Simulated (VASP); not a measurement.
A run of VASP 6.6.1:

File INCAR:

```
PREC     = Accurate       # precision mode
ENCUT    = 520            # plane-wave cutoff, eV
EDIFF    = 1E-7           # SCF threshold, eV
ISMEAR   = 0              # smearing method
SIGMA    = 0.1            # smearing width, eV
LREAL    = False          # projectors in reciprocal space
LASPH    = True           # aspherical terms in the spheres
NELM     = 60             # most SCF steps
ALGO     = Fast           # electronic algorithm
ISIF     = 2              # what is computed and relaxed
LWAVE    = False          # write WAVECAR
LCHARG   = False          # write CHGCAR
GGA      = PS             # functional
NBANDS   = 24             # bands
```

File KPOINTS:

```
regular mesh
0
Gamma
  12 12 14
```

POSCAR

```
Y
1.0
    5.5450422908      0.0000000000      0.0000000000
   -2.7725211454      4.8021474889      0.0000000000
    0.0000000000      0.0000000000      3.4701434323
Y
3
Direct
    0.0000000000      0.0000000000      0.0000000000
    0.3333333333      0.6666666667      0.5000000000
    0.6666666667      0.3333333333      0.5000000000
```

Potentials or basis: VASP PAW PBE potentials, release 64 (Y_sv).

Command:

```sh
$ cat potpaw_PBE.64/Y_sv/POTCAR > POTCAR
$ mpirun -np 1 vasp_std > vasp.out
```

Hardware: 1 thread of Intel(R) Xeon(R) Platinum 8259CL CPU @ 2.50GHz (Skylake/Cascade Lake) (shared host).

Task: Estimate the wall time of this run.

Result: Wall time 11 min on 1 thread of Intel(R) Xeon(R) Platinum 8259CL CPU @ 2.50GHz (Skylake/Cascade Lake), on a shared host, peak memory 0.43 GiB. Counts: scf iterations 22, k points 152.
